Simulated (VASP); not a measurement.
A run of VASP 6.6.1 is set up as follows.

Contents of INCAR:

```
PREC = Accurate
ENCUT = 520
EDIFF = 1E-6
ISMEAR = 0
SIGMA = 0.15
LREAL = False
LASPH = True
NELM = 100
ALGO = Fast
ISIF = 2
LWAVE = False
LCHARG = True
GGA = PE
LELF = True
LVHAR = True
NBANDS = 13
```

The input KPOINTS:

```
regular mesh
0
Gamma
  22 22 22
```

The input POSCAR:

```
Mo
1.0
    0.0000000000      2.3058339928      1.5672753649
    2.3058339928      0.0000000000      1.5672753649
    2.3058339928      2.3058339928      0.0000000000
Mo
1
Direct
    0.0000000000      0.0000000000      0.0000000000
```

Potentials or basis: VASP PAW PBE potentials, release 64 (Mo_sv).

The run is started by

```console
$ cat potpaw_PBE.64/Mo_sv/POTCAR > POTCAR
$ mpirun -np 1 vasp_std > vasp.out
```

(1) What does it give for the band gap on the k mesh?

(2) Estimate the pressure.

Answers

(1) zero (band 7 reaches 15.18 eV, above the bottom of band 8 at 10.39 eV).

(2) -11.8 GPa.
